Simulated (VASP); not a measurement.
# GaP (F-43m) in VASP: a series of runs

Runs on GaP. Level: PBEsol. Tasks: vibrations by perturbation theory.

Everything below comes from runs of VASP 6.6.1. Logs are shortened: lines on timing, memory, paths and dates and some standing lists are left out, and cuts for length are marked.

### 1 The cell of the first run

It takes space group F-43m (No. 216, cubic). Conventional cell: a = 5.056 Å, b = 5.056 Å, c = 5.056 Å, α = 90.00°, β = 90.00°, γ = 90.00°. Ga (site symmetry -43m) has 4 P at 2.19 Å within 2.9 Å. P (site symmetry -43m) has 4 Ga at 2.19 Å within 2.9 Å.

### 2 Vibrations by perturbation theory, PBEsol

Input file INCAR:

```
SYSTEM = GaP
PREC     = Accurate       ! precision mode
ENCUT    = 520            ! plane-wave cutoff, eV
EDIFF    = 1E-8           ! SCF threshold, eV
ISMEAR   = 0              ! smearing method
SIGMA    = 0.01           ! smearing width, eV
LREAL    = .FALSE.        ! projectors in reciprocal space
LASPH    = .TRUE.         ! aspherical terms in the spheres
NELM     = 100            ! most SCF steps
ALGO     = Normal         ! electronic algorithm
ISIF     = 2              ! what is computed and relaxed
LWAVE    = .FALSE.        ! write WAVECAR
LCHARG   = .FALSE.        ! write CHGCAR
GGA      = PS             ! functional
NBANDS   = 16             ! bands
IBRION   = 8              ! ionic algorithm
NSW      = 1              ! ionic steps
LEPSILON = .TRUE.         ! dielectric tensor by DFPT
```

Input file KPOINTS:

```
regular mesh
0
G
  10 10 10
  0 0 0
```

Input file POSCAR:

```
GaP
1.0
    0.0000000000      2.5278518032      2.5278518032
    2.5278518032      0.0000000000      2.5278518032
    2.5278518032      2.5278518032      0.0000000000
Ga P
1 1
Direct
    0.0000000000      0.0000000000      0.0000000000
    0.7500000000      0.7500000000      0.7500000000
```

Potentials or basis: VASP PAW PBE potentials, release 64 (Ga_d, P).

The run is started by

```
$ cat potpaw_PBE.64/Ga_d/POTCAR potpaw_PBE.64/P/POTCAR > POTCAR
$ mpirun -np 1 vasp_std > vasp.out
```

OUTCAR:

```text
SYSTEM = GaP
   PREC = Accurate
   ENCUT = 520
   EDIFF = 1E-8
   ISMEAR = 0
   LREAL = .FALSE.
   LASPH = .TRUE.
   NELM = 100
   ISIF = 2
   GGA = PS
   IBRION = 8
   NSW = 1
   LEPSILON = .TRUE.

 ion  position               nearest neighbor table
   1  0.000  0.000  0.000-   2 2.19   2 2.19   2 2.19   2 2.19
   2  0.750  0.750  0.750-   1 2.19   1 2.19   1 2.19   1 2.19

  LATTYP: Found a face centered cubic cell.
 ALAT       =     5.0557036064

  Lattice vectors:

 A1 = (   0.0000000000,   2.5278518032,   2.5278518032)
 A2 = (   2.5278518032,   0.0000000000,   2.5278518032)
 A3 = (   2.5278518032,   2.5278518032,   0.0000000000)

Analysis of symmetry for initial positions (statically):
=====================================================================
 Subroutine PRICEL returns:
 Original cell was already a primitive cell.

 Routine SETGRP: Setting up the symmetry group for a
 face centered cubic supercell.

 Subroutine GETGRP returns: Found 24 space group operations
 (whereof 24 operations were pure point group operations)
 out of a pool of 48 trial point group operations.

The static configuration has the point symmetry T_d .

Analysis of symmetry for dynamics (positions and initial velocities):
=====================================================================
 Subroutine PRICEL returns:
 Original cell was already a primitive cell.

 Routine SETGRP: Setting up the symmetry group for a
 face centered cubic supercell.

 Subroutine GETGRP returns: Found 24 space group operations
 (whereof 24 operations were pure point group operations)
 out of a pool of 48 trial point group operations.

The dynamic configuration has the point symmetry T_d .

 Subroutine INISYM returns: Found 24 space group operations
 (whereof 24 operations are pure point group operations),
 and found     1 'primitive' translations

----------------------------------------------------------------------------------------

                                     Primitive cell

  volume of cell :      32.3061

  direct lattice vectors                    reciprocal lattice vectors
     0.000000000  2.527851803  2.527851803    -0.197796405  0.197796405  0.197796405
     2.527851803  0.000000000  2.527851803     0.197796405 -0.197796405  0.197796405
     2.527851803  2.527851803  0.000000000     0.197796405  0.197796405 -0.197796405

  length of vectors
     3.574922304  3.574922304  3.574922304     0.342593424  0.342593424  0.342593424

  position of ions in fractional coordinates (direct lattice)
     0.000000000  0.000000000  0.000000000
     0.750000000  0.750000000  0.750000000

  ion indices of the primitive-cell ions
   primitive index   ion index
                 1           1
                 2           2

----------------------------------------------------------------------------------------

 KPOINTS: regular mesh

Automatic generation of k-mesh.
 Grid dimensions read from file:
 generate k-points for:   10   10   10

 Generating k-lattice:

  Cartesian coordinates                     Fractional coordinates (reciprocal lattice)
[... 605 lines left out ...]
  ---------------------------------------------------
  ---------------------------------------------------
  free energy    TOTEN  =        -0.85448756 eV

  energy without entropy =       -0.85448756

------------------------ aborting loop because EDIFF is reached ----------------------------------------

--------------------------------------- Ionic step        2  -------------------------------------------

------------------------ aborting loop because EDIFF is reached ----------------------------------------

--------------------------------------- Ionic step        3  -------------------------------------------

------------------------ aborting loop because EDIFF is reached ----------------------------------------

 PIEZOELECTRIC TENSOR FIELD DIRECTION 3  (e Angst)
 -----------------------------------------------------------------------------
    -0.00074  1.38117  0.00000           (  0.00000  0.04497  0.00000)
     1.38117 -0.00074  0.00000           (  0.04497  0.00000  0.00000)
     0.00000  0.00000 -0.00104           (  0.00000  0.00000  0.00000)

 PIEZOELECTRIC TENSOR FIELD DIRECTION 3  (C/m^2)
 -----------------------------------------------------------------------------
    -0.00037  0.68497  0.00000
     0.68497 -0.00037  0.00000
     0.00000  0.00000 -0.00052

--------------------------------------- Ionic step        4  -------------------------------------------

------------------------ aborting loop because EDIFF is reached ----------------------------------------

[... ionic steps 5 to 6 ...]

--------------------------------------- Ionic step        7  -------------------------------------------

 Free energy of the ion-electron system (eV)
  ---------------------------------------------------
  ---------------------------------------------------
  free energy    TOTEN  =        -0.04797982 eV

  energy without entropy =       -0.04797982

------------------------ aborting loop because EDIFF is reached ----------------------------------------

 INTERNAL STRAIN TENSOR  FOR ION    2  DIRECTION 1   (eV/Angst):
 -----------------------------------------------------------------------------
    -0.01392  0.00000  0.00000
     0.00000  0.00737 18.58717
     0.00000 18.58717  0.00737

 MACROSCOPIC STATIC DIELECTRIC TENSOR (including local field effects in DFT)
 ------------------------------------------------------
          10.064134    -0.000000    -0.000000
          -0.000000    10.064134    -0.000000
           0.000000    -0.000000    10.064134
 ------------------------------------------------------

 PIEZOELECTRIC TENSOR (including local field effects)  for field in x, y, z        (e  Angst)
          XX          YY          ZZ          XY          YZ          ZX
  --------------------------------------------------------------------------------
  x    -0.00000     0.00000    -0.00000     0.00000     1.38810    -0.00000
  y    -0.00000     0.00000    -0.00000    -0.00000     0.00000     1.38810
  z     0.00000     0.00000     0.00000     1.38810    -0.00000     0.00000

 PIEZOELECTRIC TENSOR (including local field effects)  for field in x, y, z        (C/m^2)
          XX          YY          ZZ          XY          YZ          ZX
  --------------------------------------------------------------------------------
  x    -0.00000     0.00000    -0.00000     0.00000     0.68841    -0.00000
  y    -0.00000     0.00000    -0.00000    -0.00000     0.00000     0.68841
  z     0.00000     0.00000     0.00000     0.68841    -0.00000     0.00000

 BORN EFFECTIVE CHARGES (including local field effects) (in |e|, cummulative output)
 ---------------------------------------------------------------------------------
 ion    1
    1     1.78344    -0.00000    -0.00000
    2    -0.00000     1.78344     0.00000
    3    -0.00000    -0.00000     1.78344
 ion    2
    1    -1.78344     0.00000     0.00000
    2     0.00000    -1.78344    -0.00000
    3     0.00000     0.00000    -1.78344

 INTERNAL STRAIN TENSOR FOR ION    2 for displacements in x,y,z  (eV/Angst):
          X           Y           Z          XY          YZ          ZX
  --------------------------------------------------------------------------------
  x     0.00000     0.00000     0.00000     0.00000    18.58717     0.00000
  y     0.00000     0.00000     0.00000     0.00000     0.00000    18.58717
  z     0.00000     0.00000     0.00000    18.58717     0.00000     0.00000

 SECOND DERIVATIVES (NOT SYMMETRIZED)
 ------------------------------------
               1X          1Y          1Z          2X          2Y          2Z
  1X   -16.745842    0.000000    0.000000   16.745842    0.000000    0.000000
  1Y     0.000000  -16.745842    0.000000    0.000000   16.745842    0.000000
  1Z     0.000000    0.000000  -16.745842    0.000000    0.000000   16.745842
  2X    16.774199    0.000000    0.000000  -16.774199    0.000000    0.000000
  2Y     0.000000   16.774199    0.000000    0.000000  -16.774199    0.000000
  2Z     0.000000    0.000000   16.774199    0.000000    0.000000  -16.774199

 Eigenvectors and eigenvalues of the dynamical matrix
 ----------------------------------------------------

   1 f  =   13.822299 THz    86.848069 2PiTHz  461.062281 cm-1    57.164412 meV
             X         Y         Z           dx          dy          dz
      0.000000  0.000000  0.000000    -0.554289    0.000000    0.000000
      3.791778  3.791778  3.791778     0.832325    0.000000    0.000000
[... 21 lines left out ...]
   6 f/i=    0.005395 THz     0.033896 2PiTHz    0.179948 cm-1     0.022311 meV
             X         Y         Z           dx          dy          dz
      0.000000  0.000000  0.000000     0.000000    0.000000    0.832325
      3.791778  3.791778  3.791778     0.000000    0.000000    0.554289

--------------------------------------------------------------------------------------------------------

 MACROSCOPIC STATIC DIELECTRIC TENSOR IONIC CONTRIBUTION
 ------------------------------------------------------
           1.062974     0.000000    -0.000000
           0.000000     1.062974    -0.000000
          -0.000000    -0.000000     1.062974
 ------------------------------------------------------

 ELASTIC MODULI CONTR FROM IONIC RELAXATION (kBar)
 Direction    XX          YY          ZZ          XY          YZ          ZX
 --------------------------------------------------------------------------------
 XX          -0.0000     -0.0000     -0.0000     -0.0000      0.0000     -0.0000
 YY          -0.0000     -0.0000     -0.0000     -0.0000     -0.0000     -0.0000
 ZZ          -0.0000     -0.0000     -0.0000      0.0000     -0.0000     -0.0000
 XY          -0.0000     -0.0000      0.0000  -1017.4286      0.0000      0.0000
 YZ           0.0000     -0.0000     -0.0000      0.0000  -1017.4286      0.0000
 ZX          -0.0000     -0.0000     -0.0000      0.0000     -0.0000  -1017.4286
 --------------------------------------------------------------------------------

 PIEZOELECTRIC TENSOR IONIC CONTR  for field in x, y, z        (C/m^2)
          XX          YY          ZZ          XY          YZ          ZX
  --------------------------------------------------------------------------------
  x     0.00000    -0.00000    -0.00000     0.00000    -0.97856    -0.00000
  y    -0.00000    -0.00000    -0.00000     0.00000    -0.00000    -0.97856
  z    -0.00000    -0.00000     0.00000    -0.97856     0.00000     0.00000
```

Wall time 24 min (1 thread of Intel Xeon 8259CL, shared host); peak memory 0.35 GiB.

Results:

- Electronic dielectric tensor (diagonal): 10.06
- Born charges (mean of the diagonal): Ga +1.78; P -1.78 e
- Highest phonon frequency at Γ, LO-TO splitting left out: 461 cm⁻¹

Phonon frequencies in cm⁻¹ (negative: imaginary):
```csv
q point,frequencies
"(0.000, 0.000, 0.000)",0 0 0 461 461 461
```

Electronic dielectric tensor:
```
10.06  0.00  0.00
 0.00 10.06  0.00
 0.00  0.00 10.06
```

Born effective charge tensors (e):
atom 1, Ga
```
1.78 0.00 0.00
0.00 1.78 0.00
0.00 0.00 1.78
```
atom 2, P
```
-1.78  0.00  0.00
 0.00 -1.78  0.00
 0.00  0.00 -1.78
```

Caveat: the cell stands under pressure or tension, which shifts response properties; the PAW data sets were made with another functional, which shifts forces and pressure a little.

### 3 Vibrations by perturbation theory, PBEsol

This run uses another cell than the first one, of 18.43 Å³/atom.

Changes to INCAR since step 2:

```diff
@@ -14,3 +14,2 @@
 GGA      = PS             ! functional
-NBANDS   = 16             ! bands
 IBRION   = 8              ! ionic algorithm
```

Input file KPOINTS:

```
Automatic mesh
0
G
  10 10 10
  0 0 0
```

Input file POSCAR:

```
GaP
1.0
    0.0000000000      2.6412717979      2.6412717979
    2.6412717979      0.0000000000      2.6412717979
    2.6412717979      2.6412717979      0.0000000000
Ga P
1 1
Direct
    0.0000000000      0.0000000000      0.0000000000
    0.7500000000      0.7500000000      0.7500000000
```

Potentials or basis: VASP PAW PBE potentials, release 64 (Ga_d, P).

The run is started by

```
$ cat potpaw_PBE.64/Ga_d/POTCAR potpaw_PBE.64/P/POTCAR > POTCAR
$ mpirun -np 1 vasp_std > vasp.out
```

OUTCAR:

```text
SYSTEM = GaP
   PREC = Accurate
   ENCUT = 520
   EDIFF = 1E-8
   ISMEAR = 0
   LREAL = .FALSE.
   LASPH = .TRUE.
   NELM = 100
   ISIF = 2
   GGA = PS
   IBRION = 8
   NSW = 1
   LEPSILON = .TRUE.

 ion  position               nearest neighbor table
   1  0.000  0.000  0.000-   2 2.29   2 2.29   2 2.29   2 2.29
   2  0.750  0.750  0.750-   1 2.29   1 2.29   1 2.29   1 2.29

  LATTYP: Found a face centered cubic cell.
 ALAT       =     5.2825435958

  Lattice vectors:

 A1 = (   0.0000000000,   2.6412717979,   2.6412717979)
 A2 = (   2.6412717979,   0.0000000000,   2.6412717979)
 A3 = (   2.6412717979,   2.6412717979,   0.0000000000)

Analysis of symmetry for initial positions (statically):
=====================================================================
 Subroutine PRICEL returns:
 Original cell was already a primitive cell.

 Routine SETGRP: Setting up the symmetry group for a
 face centered cubic supercell.

 Subroutine GETGRP returns: Found 24 space group operations
 (whereof 24 operations were pure point group operations)
 out of a pool of 48 trial point group operations.

The static configuration has the point symmetry T_d .

Analysis of symmetry for dynamics (positions and initial velocities):
=====================================================================
 Subroutine PRICEL returns:
 Original cell was already a primitive cell.

 Routine SETGRP: Setting up the symmetry group for a
 face centered cubic supercell.
[... 642 lines left out ...]

 PIEZOELECTRIC TENSOR (including local field effects)  for field in x, y, z        (C/m^2)
          XX          YY          ZZ          XY          YZ          ZX
  --------------------------------------------------------------------------------
  x     0.00000     0.00000     0.00000     0.00000     0.74993     0.00000
  y    -0.00000     0.00000    -0.00000     0.00000     0.00000     0.74993
  z     0.00000     0.00000    -0.00000     0.74993     0.00000     0.00000

 BORN EFFECTIVE CHARGES (including local field effects) (in |e|, cummulative output)
 ---------------------------------------------------------------------------------
 ion    1
    1     2.00124    -0.00000     0.00000
    2     0.00000     2.00124    -0.00000
    3    -0.00000     0.00000     2.00124
 ion    2
    1    -2.00124     0.00000    -0.00000
    2    -0.00000    -2.00124     0.00000
    3     0.00000     0.00000    -2.00124

 INTERNAL STRAIN TENSOR FOR ION    2 for displacements in x,y,z  (eV/Angst):
          X           Y           Z          XY          YZ          ZX
  --------------------------------------------------------------------------------
  x     0.00000     0.00000     0.00000     0.00000    11.13913     0.00000
  y    -0.00000     0.00000    -0.00000     0.00000     0.00000    11.13913
  z     0.00000     0.00000     0.00000    11.13913     0.00000     0.00000

 SECOND DERIVATIVES (NOT SYMMETRIZED)
 ------------------------------------
               1X          1Y          1Z          2X          2Y          2Z
  1X   -12.249200    0.000000    0.000000   12.249200    0.000000    0.000000
  1Y     0.000000  -12.249200    0.000000    0.000000   12.249200    0.000000
  1Z     0.000000    0.000000  -12.249200    0.000000    0.000000   12.249200
  2X    12.306038    0.000000    0.000000  -12.306038    0.000000    0.000000
  2Y     0.000000   12.306038    0.000000    0.000000  -12.306038    0.000000
  2Z     0.000000    0.000000   12.306038    0.000000    0.000000  -12.306038

 Eigenvectors and eigenvalues of the dynamical matrix
 ----------------------------------------------------

   1 f  =   11.833766 THz    74.353742 2PiTHz  394.731930 cm-1    48.940500 meV
             X         Y         Z           dx          dy          dz
      0.000000  0.000000  0.000000    -0.553725    0.000000    0.000000
      3.961908  3.961908  3.961908     0.832700    0.000000    0.000000
[... 21 lines left out ...]
   6 f/i=    0.012630 THz     0.079356 2PiTHz    0.421287 cm-1     0.052233 meV
             X         Y         Z           dx          dy          dz
      0.000000  0.000000  0.000000     0.000000    0.000000    0.832700
      3.961908  3.961908  3.961908     0.000000    0.000000    0.553725

--------------------------------------------------------------------------------------------------------

 MACROSCOPIC STATIC DIELECTRIC TENSOR IONIC CONTRIBUTION
 ------------------------------------------------------
           1.601689    -0.000000     0.000000
          -0.000000     1.601689    -0.000000
           0.000000    -0.000000     1.601689
 ------------------------------------------------------

 ELASTIC MODULI CONTR FROM IONIC RELAXATION (kBar)
 Direction    XX          YY          ZZ          XY          YZ          ZX
 --------------------------------------------------------------------------------
 XX          -0.0000      0.0000      0.0000     -0.0000      0.0000      0.0000
 YY           0.0000     -0.0000      0.0000     -0.0000     -0.0000     -0.0000
 ZZ           0.0000      0.0000     -0.0000      0.0000     -0.0000      0.0000
 XY          -0.0000     -0.0000      0.0000   -436.2815     -0.0000      0.0000
 YZ           0.0000     -0.0000     -0.0000     -0.0000   -436.2815      0.0000
 ZX           0.0000     -0.0000      0.0000      0.0000      0.0000   -436.2815
 --------------------------------------------------------------------------------

 PIEZOELECTRIC TENSOR IONIC CONTR  for field in x, y, z        (C/m^2)
          XX          YY          ZZ          XY          YZ          ZX
  --------------------------------------------------------------------------------
  x     0.00000    -0.00000    -0.00000    -0.00000    -0.78658     0.00000
  y     0.00000    -0.00000     0.00000     0.00000     0.00000    -0.78658
  z    -0.00000    -0.00000     0.00000    -0.78658    -0.00000     0.00000
```

stdout:

```text
POSCAR found type information on POSCAR GaP
 POSCAR found :  2 types and       2 ions
 scaLAPACK will be used
 -----------------------------------------------------------------------------
|                                                                             |
|                                                                             |
[... 39 lines left out ...]
 first order change of Fermi-energy   0.31380E-03
 force on displaced ion       1 direction 1 : -12.249  -0.000  -0.000
 Born effective charge ion    1 direction 1 :   1.982   0.000   0.000
 Linear response progress:
 first order change of Fermi-energy  -0.17950E-03
 force on displaced ion       2 direction 1 : -12.306   0.000   0.000
 Born effective charge ion    2 direction 1 :  -2.016   0.000   0.000
 Born effective charges drift removed
 Linear response finished
```

Wall time 9.3 min (1 thread of Intel Xeon Platinum 8488C (Sapphire Rapids), shared host); peak memory 0.34 GiB.

Results:

| Quantity | Value |
| --- | --- |
| Electronic dielectric tensor (diagonal) | 10.33 |
| Born charges (mean of the diagonal) | Ga +2.00; P -2.00 e |
| Highest phonon frequency at Γ, LO-TO splitting left out | 395 cm⁻¹ |

Phonon frequencies in cm⁻¹ (negative: imaginary):
```tsv
q point	frequencies
(0.000, 0.000, 0.000)	0 0 0 395 395 395
```

Electronic dielectric tensor:
```
10.33  0.00  0.00
 0.00 10.33  0.00
 0.00  0.00 10.33
```

Born effective charge tensors (e):
atom 1, Ga
```
2.00 0.00 0.00
0.00 2.00 0.00
0.00 0.00 2.00
```
atom 2, P
```
-2.00  0.00  0.00
 0.00 -2.00  0.00
 0.00  0.00 -2.00
```

Caveat: the cell stands under pressure or tension, which shifts response properties; the PAW data sets were made with another functional, which shifts forces and pressure a little.

(Continued in part 2 of 2.)
